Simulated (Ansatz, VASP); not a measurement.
**Two plane-wave programs on Al**

```
CELL_PARAMETERS angstrom
2.83609 0.00000 0.00000
-1.41804 2.45613 0.00000
0.00000 0.00000 9.32196
ATOMIC_POSITIONS crystal
Al 0.00000 0.00000 0.00000
Al 0.33333 0.66667 0.25000
Al 0.00000 0.00000 0.50000
Al 0.66667 0.33333 0.75000
```

Alike in both runs: functional PBEsol; k mesh 18 × 18 × 6; occupations gaussian, width 0.1 eV; no spin polarisation.

Ansatz relaxed the structure, and its values are those at the end. VASP's run is a single point on that final structure, the one shown.

```csv
,VASP,Ansatz
version,VASP 6.6.1,Ansatz 0.2.0
potentials or method,"VASP PAW PBE potentials, release 64 (Al), cutoff 520 eV","scalar-relativistic, plane waves, PAW"
valence electrons in the cell,12,12
```

Ansatz gave:

- gap on the k mesh at the Fermi level (eV): none
- pressure (GPa): 0.0

Question: Which values does VASP return?

Answer: gap on the k mesh at the Fermi level (eV): none; pressure (GPa): 0.1.

VASP's potentials were made for PBE, not for PBEsol, and Ansatz warns of the same on its side. A gap of «none» marks a metal or a gap that the smearing closes. With one functional, cell and mesh, what is left measures potentials, basis and numerics.
